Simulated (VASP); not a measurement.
# SiO2 (I-42d) in VASP: a series of runs

SiO2 is run at these levels: PBE; tasks: single point.

Everything below comes from runs of VASP 6.6.1. Logs are shortened: lines on timing, memory, paths and dates and some standing lists are left out, and cuts for length are marked.

## Step 1: The cell of the first run

The structure is tetragonal, space group I-42d (No. 122). The conventional cell has a = 3.728 Å, b = 3.728 Å, c = 7.888 Å, α = 90.00°, β = 90.00°, γ = 90.00°. Si (site symmetry -4) has 4 O at 1.61 Å within 2.1 Å. Within 2.1 Å of O (site symmetry 2) lie 2 Si at 1.61 Å.

## Step 2: Single point, PBE

The input, INCAR:

```
PREC     = Accurate       # precision mode
ENCUT    = 520            # plane-wave cutoff, eV
EDIFF    = 1E-6           # SCF threshold, eV
ISMEAR   = 0              # smearing method
SIGMA    = 0.02           # smearing width, eV
LREAL    = False          # projectors in reciprocal space
LASPH    = True           # aspherical terms in the spheres
NELM     = 100            # most SCF steps
ALGO     = Normal         # electronic algorithm
ISIF     = 2              # what is computed and relaxed
LWAVE    = False          # write WAVECAR
LCHARG   = True           # write CHGCAR
GGA      = PE             # functional
LELF     = True           # ELF
LVHAR    = True         
NBANDS   = 25             # bands
```

The input, KPOINTS:

```
regular mesh
0
Gamma
  8 8 8
```

The input, POSCAR:

```
SiO2
1.0
   -1.8637521737      1.8637521737      3.9438256097
    1.8637521737     -1.8637521737      3.9438256097
    1.8637521737      1.8637521737     -3.9438256097
Si O
2 4
Direct
    0.0000000000      0.0000000000      0.0000000000
    0.7500000000      0.2500000000      0.5000000000
    0.3750000000      0.3585533907      0.4835533907
    1.1085533907      0.6250000000      0.9835533907
    0.6414466093      0.1250000000      0.0164466093
    0.8750000000     -0.1085533907      0.5164466093
```

Potentials or basis: VASP PAW PBE potentials, release 64 (Si, O).

The run is started by

```sh
> cat potpaw_PBE.64/Si/POTCAR potpaw_PBE.64/O/POTCAR > POTCAR
> mpirun -np 1 vasp_std > vasp.out
```

OUTCAR:

```text
PREC = Accurate
   ENCUT = 520
   EDIFF = 1E-6
   ISMEAR = 0
   LREAL = False
   LASPH = True
   NELM = 100
   ISIF = 2
   GGA = PE

 ion  position               nearest neighbor table
   1  0.000  0.000  0.000-   3 1.61   4 1.61   5 1.61   6 1.61   2 2.71   2 2.71   2 2.71   2 2.71

   2  0.750  0.250  0.500-   3 1.61   4 1.61   5 1.61   6 1.61   1 2.71   1 2.71   1 2.71   1 2.71

   3  0.375  0.359  0.484-   1 1.61   2 1.61
   4  0.109  0.625  0.984-   1 1.61   2 1.61
   5  0.641  0.125  0.016-   1 1.61   2 1.61
   6  0.875  0.891  0.516-   1 1.61   2 1.61

  LATTYP: Found a body centered tetragonal cell.
 ALAT       =     3.7275043474
 C/A-ratio  =     2.1160676110

  Lattice vectors:

 A1 = (  -1.8637521737,   1.8637521737,   3.9438256097)
 A2 = (   1.8637521737,  -1.8637521737,   3.9438256097)
 A3 = (   1.8637521737,   1.8637521737,  -3.9438256097)

Analysis of symmetry for initial positions (statically):
=====================================================================
 Subroutine PRICEL returns:
 Original cell was already a primitive cell.

 Routine SETGRP: Setting up the symmetry group for a
 body centered tetragonal supercell.

 Subroutine GETGRP returns: Found  8 space group operations
 (whereof  4 operations were pure point group operations)
 out of a pool of 16 trial point group operations.

The static configuration has the point symmetry S_4 .
 The point group associated with its full space group is D_2d.

Analysis of symmetry for dynamics (positions and initial velocities):
=====================================================================
 Subroutine PRICEL returns:
 Original cell was already a primitive cell.

 Routine SETGRP: Setting up the symmetry group for a
 body centered tetragonal supercell.

 Subroutine GETGRP returns: Found  8 space group operations
 (whereof  4 operations were pure point group operations)
 out of a pool of 16 trial point group operations.

The dynamic configuration has the point symmetry S_4 .
 The point group associated with its full space group is D_2d.

 Subroutine INISYM returns: Found  8 space group operations
 (whereof  4 operations are pure point group operations),
 and found     1 'primitive' translations

----------------------------------------------------------------------------------------

                                     Primitive cell

  volume of cell :      54.7967

  direct lattice vectors                    reciprocal lattice vectors
    -1.863752174  1.863752174  3.943825610     0.000000000  0.268276012  0.126780454
     1.863752174 -1.863752174  3.943825610     0.268276012  0.000000000  0.126780454
     1.863752174  1.863752174 -3.943825610     0.268276012  0.268276012  0.000000000

  length of vectors
     4.743511860  4.743511860  4.743511860     0.296724286  0.296724286  0.379399574

  position of ions in fractional coordinates (direct lattice)
     0.000000000  0.000000000  0.000000000
     0.750000000  0.250000000  0.500000000
     0.375000000  0.358553391  0.483553391
     0.108553391  0.625000000  0.983553391
     0.641446609  0.125000000  0.016446609
     0.875000000  0.891446609  0.516446609

  ion indices of the primitive-cell ions
   primitive index   ion index
                 1           1
                 2           2
                 3           3
                 4           4
                 5           5
                 6           6

----------------------------------------------------------------------------------------

 KPOINTS: regular mesh

Automatic generation of k-mesh.
 Grid dimensions read from file:
 generate k-points for:    8    8    8

 Generating k-lattice:

  Cartesian coordinates                     Fractional coordinates (reciprocal lattice)
     0.000000000  0.033534501  0.015847557     0.125000000  0.000000000  0.000000000
     0.033534501  0.000000000  0.015847557     0.000000000  0.125000000  0.000000000
     0.033534501  0.033534501  0.000000000     0.000000000  0.000000000  0.125000000

  Length of vectors
     0.037090536  0.037090536  0.047424947

  Shift w.r.t. Gamma in fractional coordinates (k-lattice)
     0.000000000  0.000000000  0.000000000

 Subroutine IBZKPT returns following result:
 ===========================================

 Found     59 irreducible k-points:

 Following reciprocal coordinates:
            Coordinates               Weight
  0.000000  0.000000  0.000000      1.000000
  0.125000  0.000000 -0.000000      8.000000
  0.250000  0.000000 -0.000000      8.000000
  0.375000  0.000000 -0.000000      8.000000
  0.500000  0.000000 -0.000000      4.000000
  0.125000  0.125000 -0.000000      8.000000
[... 16 lines left out ...]
  0.250000  0.125000  0.125000     16.000000
  0.375000  0.125000  0.125000      8.000000
 [... further k-points ...]
   k-points           NKPTS =     59   k-points in BZ     NKDIM =     59   number of bands    NBANDS=     25
   number of dos      NEDOS =    301   number of ions     NIONS =      6
   total plane-waves  NPLWV =  46656
   dimension x,y,z NGX =    36 NGY =   36 NGZ =   36
   dimension x,y,z NGXF=    72 NGYF=   72 NGZF=   72
   ions per type =               2   4
   NGX,Y,Z   is equivalent  to a cutoff of  12.62, 12.62, 12.62 a.u.
   NGXF,Y,Z  is equivalent  to a cutoff of  25.23, 25.23, 25.23 a.u.
 SYSTEM =  unknown system
   PREC   = accura    normal or accurate (medium, high low for compatibility)
   ISTART =      0    job   : 0-new  1-cont  2-samecut
   ICHARG =      2    charge: 1-file 2-atom 10-const
   ISPIN  =      1    spin polarized calculation?
   LNONCOLLINEAR =      F non collinear calculations
   LSORBIT =      F    spin-orbit coupling
   LASPH  =      T    aspherical Exc in radial PAW
   ENCUT  =  520.0 eV  38.22 Ry    6.18 a.u.   8.82  8.82  8.82*2*pi/ulx,y,z
   NELM   =    100;   NELMIN=  2; NELMDL= -5     # of ELM steps
   EDIFF  = 0.1E-05   stopping-criterion for ELM
   LREAL  =      F    real-space projection
   EDIFFG = 0.1E-04   stopping-criterion for IOM
   NSW    =      0    number of steps for IOM
   IBRION =     -1    ionic relax: 0-MD 1-quasi-New 2-CG
   NFREE  =      0    steps in history (QN), initial steepest desc. (CG)
   ISIF   =      2    stress and relaxation
   ISYM   =      2    0-nonsym 1-usesym 2-fastsym
   POTIM  = 0.5000    time-step for ionic-motion
   TEBEG  =    0.0;   TEEND  =   0.0 temperature during run
   PSTRESS=    0.0 pullay stress
   NELECT =      32.0000    total number of electrons
   NUPDOWN=      -1.0000    fix difference up-down
   EMIN   =  10.00;   EMAX   =-10.00  energy-range for DOS
   EFERMI =   0.00;   METHOD = LEGACY
   ISMEAR =     0;   SIGMA  =   0.02  broadening in eV -4-tet -1-fermi 0-gaus
   EFERMI_NEDOS =   21; number of points for ismear=-14 and -15
   IALGO  =     38    algorithm
   IMIX   =      4    mixing-type and parameters
     AMIX     =   0.40;   BMIX     =  1.00
     AMIX_MAG =   1.60;   BMIX_MAG =  1.00
  volume/ion in A,a.u.               =       9.13        61.63
  Fermi-wavevector in a.u.,A,eV,Ry     =   1.368380  2.585864 25.476429  1.872465
  Thomas-Fermi vector in A             =   2.494349
   LORBIT       =      0    0 simple, 1 ext, 2 COOP (PROOUT), +10 PAW based schemes
   GGA     = PE    functional components
   LHFCALC =     F    Hartree Fock is set to
   AEXX    =    0.0000 exact exchange contribution
   IVDW    =     0    specifies the selected vdW correction
   LEPSILON=     F    determine dielectric tensor
   LRPA    =     F    only Hartree local field effects (RPA)
 non-spin polarized calculation
 Gauss-broadening in eV      SIGMA  =   0.02
  energy-cutoff  :      520.00
  volume of cell :       54.80
 maximum number of plane-waves:      1488
   NGX = 17   NGY = 17   NGZ = 17

 number of electron      32.0000008 magnetization

 Free energy of the ion-electron system (eV)
  ---------------------------------------------------
  ext. energy  EPLUGINS =         0.00000000
  ---------------------------------------------------
  free energy    TOTEN  =       -45.15651060 eV

  energy without entropy =      -45.15651060  energy(sigma->0) =      -45.15651060

 E-fermi :   4.5248     XC(G=0): -11.2008

 val. band max:        4.3283615497   @ k =   0.5000   0.5000  -0.0000
 cond. band min:      10.7728781225   @ k =   0.0000   0.0000   0.0000
 fundamental gap:      6.4445165728
 Fermi energy:         4.5247644599

 k-point     1 :       0.0000    0.0000    0.0000
  band No.  band energies     occupation
      1     -16.0076      2.00000
      2     -13.3381      2.00000
      3     -12.8080      2.00000
      4     -12.8080      2.00000
      5      -3.9090      2.00000
      6      -0.7746      2.00000
[... 17 lines left out ...]
     24      19.7092      0.00000
     25      19.8449      0.00000

 k-point     2 :       0.1250    0.0000   -0.0000
  band No.  band energies     occupation
      1     -15.9105      2.00000
      2     -13.3655      2.00000
      3     -12.8925      2.00000
      4     -12.8442      2.00000
      5      -3.7970      2.00000
      6      -1.0183      2.00000
[... 17 lines left out ...]
     24      19.6244      0.00000
     25      19.9410      0.00000

 k-point     3 :       0.2500    0.0000   -0.0000
  band No.  band energies     occupation
      1     -15.6355      2.00000
      2     -13.4742      2.00000
      3     -13.1030      2.00000
      4     -12.9269      2.00000
      5      -3.5066      2.00000
      6      -1.2682      2.00000
[... 552 lines left out ...]
 k-point    23 :       0.2500    0.1250    0.1250
  band No.  band energies     occupation
      1     -14.9936      2.00000
      2     -13.7375      2.00000
      3     -13.2883      2.00000
      4     -13.2094      2.00000
      5      -3.3100      2.00000
      6      -2.1494      2.00000
[... 17 lines left out ...]
     24      19.2567      0.00000
     25      20.3568      0.00000

 k-point    24 :       0.3750    0.1250    0.1250
  band No.  band energies     occupation
      1     -14.7557      2.00000
      2     -13.9484      2.00000
      3     -13.3196      2.00000
      4     -13.2342      2.00000
      5      -3.2272      2.00000
      6      -2.1482      2.00000
[... 17 lines left out ...]
     24      18.8342      0.00000
     25      20.6596      0.00000

 [... further k-points ...]

------------------------ aborting loop because EDIFF is reached ----------------------------------------

  FORCE on cell =-STRESS in cart. coord.  units (eV):
  Direction    XX          YY          ZZ          XY          YZ          ZX
  --------------------------------------------------------------------------------------
  -------------------------------------------------------------------------------------
  Total       10.3969348     10.3969348     10.6075170      0.0000000      0.0000000      0.0000000
  in kB      303.9918084    303.9918084    310.1489384      0.0000000      0.0000000      0.0000000
  external PRESSURE =     306.0441851 kB  Pullay stress =       0.0000000 kB

 VOLUME and BASIS-vectors are now :
 -----------------------------------------------------------------------------
  energy-cutoff  :      520.00
  volume of cell :       54.80
      direct lattice vectors                 reciprocal lattice vectors
    -1.863752174  1.863752174  3.943825610     0.000000000  0.268276012  0.126780454
     1.863752174 -1.863752174  3.943825610     0.268276012  0.000000000  0.126780454
     1.863752174  1.863752174 -3.943825610     0.268276012  0.268276012  0.000000000

 POSITION                                       TOTAL-FORCE (eV/Angst)
 -----------------------------------------------------------------------------------
      0.00000      0.00000      0.00000         0.000000     -0.000000      0.000000
      0.00000      1.86375      1.97191         0.000000     -0.000000     -0.000000
      0.87057      0.93188      0.98596         0.042239     -0.000000     -0.000000
      2.79563      0.87057     -0.98596         0.000000      0.042239     -0.000000
     -0.93188      0.99318      2.95787         0.000000     -0.042239     -0.000000
      0.99318      0.93188      4.92978        -0.042239     -0.000000     -0.000000
 -----------------------------------------------------------------------------------
    total drift:                                0.000002      0.000002      0.000001

  FREE ENERGIE OF THE ION-ELECTRON SYSTEM (eV)
  ---------------------------------------------------
  free  energy   TOTEN  =       -45.1565105996 eV

  energy  without entropy=      -45.1565105996  energy(sigma->0) =      -45.15651060
```

Wall time 2.8 min (1 thread of AMD EPYC 7R13, shared host); peak memory 0.2 GiB.

What came out:

| Property | Result |
| --- | --- |
| Free energy | -45.1565 eV |
| Pressure | 30.6 GPa |
| Largest force | 0.042 eV/Å |
| Band gap on the k mesh | 6.44 eV, indirect (least direct gap 6.87 eV) |

Forces on the atoms (eV/Å):
```
Si   0.000  0.000  0.000
Si   0.000  0.000  0.000
O    0.042  0.000  0.000
O    0.000  0.042  0.000
O    0.000 -0.042  0.000
O   -0.042  0.000  0.000
```

Stress tensor (GPa, compression positive):
```
30.40  0.00  0.00
 0.00 30.40  0.00
 0.00  0.00 31.01
```

Levels at points of the mesh, in eV from the valence-band top:
| k point | band 12 | band 13 | band 14 | band 15 | band 16 | band 17 | band 18 | band 19 | band 20 | band 21 |
| --- | --- | --- | --- | --- | --- | --- | --- | --- | --- | --- |
| (0.00, 0.00, 0.00) | -0.80 | -0.80 | -0.80 | -0.43 | -0.43 | 6.44 | 7.13 | 9.10 | 9.10 | 13.92 |
| (0.50, 0.00, 0.00) | -2.11 | -1.37 | -1.37 | -0.63 | -0.32 | 9.26 | 9.31 | 9.76 | 10.30 | 12.92 |
| (0.50, 0.50, 0.00) | -1.93 | -0.28 | -0.28 | 0.00 | 0.00 | 10.09 | 10.09 | 11.22 | 11.22 | 12.63 |
| (0.50, 0.50, 0.50) | -2.04 | -1.31 | -1.31 | -0.13 | -0.13 | 6.84 | 6.84 | 9.06 | 9.06 | 12.20 |

A k mesh can miss the band edges. A hybrid or GW would open this gap; PBE tends to underestimate it.

## Step 3: Single point, PBE

This run uses another cell than the first one, of 10.63 Å³/atom, 1.163 times its volume.

The input, INCAR:

```
PREC = Accurate ; ENCUT = 520
EDIFF = 1E-7 ; ISMEAR = 0
SIGMA = 0.02 ; LREAL = F
LASPH = T ; NELM = 60
ALGO = Normal ; ISIF = 2
LWAVE = F ; LCHARG = F
GGA = PE ; NBANDS = 25
```

The input, KPOINTS:

```
Automatic mesh
0
Gamma
  8 8 8
```

The input, POSCAR:

```
SiO2
1.0
   -2.0451229569      2.0451229569      3.8106315428
    2.0451229569     -2.0451229569      3.8106315428
    2.0451229569      2.0451229569     -3.8106315428
Si O
2 4
Direct
    0.0000000000      0.0000000000      0.0000000000
    0.7500000000      0.2500000000      0.5000000000
    0.3750000000      0.3251074254      0.4501074254
    1.0751074254      0.6250000000      0.9501074254
    0.6748925746      0.1250000000      0.0498925746
    0.8750000000     -0.0751074254      0.5498925746
```

Potentials or basis: VASP PAW PBE potentials, release 64 (Si, O).

The run is started by

```sh
> cat potpaw_PBE.64/Si/POTCAR potpaw_PBE.64/O/POTCAR > POTCAR
> mpirun -np 1 vasp_std > vasp.out
```

OUTCAR:

```text
PREC = Accurate
   ENCUT = 520
   EDIFF = 1E-7
   ISMEAR = 0
   LREAL = F
   LASPH = T
   NELM = 60
   ISIF = 2
   GGA = PE

 ion  position               nearest neighbor table
   1  0.000  0.000  0.000-   3 1.62   4 1.62   5 1.62   6 1.62   2 2.80   2 2.80   2 2.80   2 2.80

   2  0.750  0.250  0.500-   3 1.62   4 1.62   5 1.62   6 1.62   1 2.80   1 2.80   1 2.80   1 2.80

   3  0.375  0.325  0.450-   1 1.62   2 1.62
   4  0.075  0.625  0.950-   1 1.62   2 1.62
   5  0.675  0.125  0.050-   1 1.62   2 1.62
   6  0.875  0.925  0.550-   1 1.62   2 1.62

[... 880 lines left out ...]
  -------------------------------------------------------------------------------------
  Total        6.0972927      6.0972927      6.2210326      0.0000000      0.0000000      0.0000000
  in kB      153.2328317    153.2328317    156.3425747      0.0000000      0.0000000      0.0000000
  external PRESSURE =     154.2694127 kB  Pullay stress =       0.0000000 kB

 VOLUME and BASIS-vectors are now :
 -----------------------------------------------------------------------------
  energy-cutoff  :      520.00
  volume of cell :       63.75
      direct lattice vectors                 reciprocal lattice vectors
    -2.045122957  2.045122957  3.810631543     0.000000000  0.244484078  0.131211846
     2.045122957 -2.045122957  3.810631543     0.244484078  0.000000000  0.131211846
     2.045122957  2.045122957 -3.810631543     0.244484078  0.244484078  0.000000000

 POSITION                                       TOTAL-FORCE (eV/Angst)
 -----------------------------------------------------------------------------------
      0.00000      0.00000      0.00000         0.000000     -0.000000      0.000000
      0.00000      2.04512      1.90532         0.000000     -0.000000      0.000000
      0.81849      1.02256      0.95266         0.027332      0.000000     -0.000000
      3.06768      0.81849     -0.95266         0.000000      0.027332     -0.000000
     -1.02256      1.22663      2.85797        -0.000000     -0.027332      0.000000
      1.22663      1.02256      4.76329        -0.027332     -0.000000      0.000000
 -----------------------------------------------------------------------------------
    total drift:                                0.000003      0.000003      0.000002

  FREE ENERGIE OF THE ION-ELECTRON SYSTEM (eV)
  ---------------------------------------------------
  free  energy   TOTEN  =       -46.3526187491 eV

  energy  without entropy=      -46.3526187491  energy(sigma->0) =      -46.35261875
```

OSZICAR:

```text
N       E                     dE             d eps       ncg     rms          rms(c)
DAV:   1     0.153142122415E+03    0.15314E+03   -0.17067E+04  2950   0.119E+03
DAV:   2    -0.433977670680E+02   -0.19654E+03   -0.18893E+03  3736   0.280E+02
DAV:   3    -0.520530432719E+02   -0.86553E+01   -0.86206E+01  3966   0.583E+01
DAV:   4    -0.521211176947E+02   -0.68074E-01   -0.68057E-01  3404   0.593E+00
DAV:   5    -0.521217850912E+02   -0.66740E-03   -0.66730E-03  3993   0.571E-01    0.204E+01
DAV:   6    -0.463262691107E+02    0.57955E+01   -0.16855E+01  3840   0.273E+01    0.104E+01
DAV:   7    -0.463498748131E+02   -0.23606E-01   -0.80753E-01  3664   0.499E+00    0.361E+00
DAV:   8    -0.463458401185E+02    0.40347E-02   -0.33257E-02  3896   0.165E+00    0.136E+00
DAV:   9    -0.463519922689E+02   -0.61522E-02   -0.14561E-02  3713   0.971E-01    0.234E-01
DAV:  10    -0.463525862011E+02   -0.59393E-03   -0.13387E-03  3890   0.233E-01    0.860E-02
DAV:  11    -0.463526172606E+02   -0.31060E-04   -0.26606E-04  3530   0.122E-01    0.209E-02
DAV:  12    -0.463526178554E+02   -0.59487E-06   -0.14226E-05  3980   0.261E-02    0.587E-03
DAV:  13    -0.463526186569E+02   -0.80147E-06   -0.31388E-06  3644   0.112E-02    0.244E-03
DAV:  14    -0.463526187574E+02   -0.10045E-06   -0.16069E-07  3244   0.259E-03    0.111E-03
DAV:  15    -0.463526187491E+02    0.82746E-08   -0.30990E-08  2444   0.124E-03
   1 F= -.46352619E+02 E0= -.46352619E+02  d E =-.499587E-16
```

Wall time 3.4 min (1 thread of AMD EPYC 7R13, shared host); peak memory 0.2 GiB.

What came out:

| Item | Value |
| --- | --- |
| Free energy | -46.3526 eV |
| Pressure | 15.4 GPa |
| Largest force | 0.027 eV/Å |
| Band gap on the k mesh | 6.36 eV, indirect (least direct gap 6.76 eV) |

Forces in eV/Å, atoms in the order of the input:
```
Si   0.000  0.000  0.000
Si   0.000  0.000  0.000
O    0.027  0.000  0.000
O    0.000  0.027  0.000
O    0.000 -0.027  0.000
O   -0.027  0.000  0.000
```

Stress tensor (GPa, compression positive):
```
15.32  0.00  0.00
 0.00 15.32  0.00
 0.00  0.00 15.63
```

Levels at points of the mesh, in eV from the valence-band top:
```tsv
k point	band 13	band 14	band 15	band 16	band 17	band 18	band 19	band 20
(0.00, 0.00, 0.00)	-0.86	-0.84	-0.40	-0.40	6.36	7.63	10.22	10.22
(0.50, 0.00, 0.00)	-1.24	-1.04	-0.24	-0.14	9.01	9.62	9.76	10.30
(0.50, 0.50, 0.00)	-0.35	-0.35	-0.16	-0.16	10.24	10.24	10.77	10.77
(0.50, 0.50, 0.50)	-1.60	-1.60	-0.06	-0.06	7.88	7.88	9.26	9.26
```

A k mesh can miss the band edges. Expect the measured gap to be larger: semilocal functionals such as PBE lack the derivative discontinuity.
